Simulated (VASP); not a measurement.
# B3C: single point with PBE

Crystal: B3C.

```xyz
4
Lattice="2.9055 0.0000 0.0000 0.0000 2.9055 0.0000 0.0000 0.0000 2.9055" Properties=species:S:1:pos:R:3 pbc="T T T"
B     1.4528    0.0000    0.0000
B     0.0000    1.4528    0.0000
B     0.0000    0.0000    1.4528
C     1.4528    1.4528    1.4528
```

| Item | Value |
| --- | --- |
| Program | VASP 6.6.1 |
| Task | single point |
| Functional | PBE |
| Potentials or basis | VASP PAW PBE potentials, release 64 (B, C) |
| Cutoff | 520 eV |
| k mesh | 6 × 6 × 6 |
| Occupations | gaussian, width 0.1 eV |
| Spin | no spin polarisation |
| Dipole correction | no |
| Further INCAR settings | ALGO = Normal; EDIFF = 1e-06; NBANDS = 14 |

- Pressure: 0.0 GPa

Levels at points of the mesh, in eV from the Fermi level:
| k point | band 2 | band 3 | band 4 | band 5 | band 6 | band 7 | band 8 | band 9 | band 10 | band 11 |
| --- | --- | --- | --- | --- | --- | --- | --- | --- | --- | --- |
| (0.00, 0.00, 0.00) | -7.58 | -7.58 | -7.58 | -4.33 | -0.27 | -0.27 | 3.63 | 3.63 | 3.63 | 5.91 |
| (0.50, 0.00, 0.00) | -15.30 | -4.27 | -4.27 | -2.80 | -2.80 | -0.97 | -0.47 | 0.34 | 3.99 | 7.24 |
| (0.50, 0.50, 0.00) | -12.02 | -12.02 | -11.54 | -1.66 | 1.22 | 1.22 | 1.24 | 1.24 | 4.01 | 4.01 |
| (0.50, 0.50, 0.50) | -10.27 | -10.27 | -10.27 | -9.59 | -5.56 | -5.56 | -5.56 | 8.65 | 8.65 | 8.65 |

Run time: 2.3 s on 1 thread of Intel(R) Xeon(R) 6975P-C (Granite Rapids) (shared host), peak memory 0.13 GiB.

Caveat: the k points lie up to 0.36 Å⁻¹ apart.
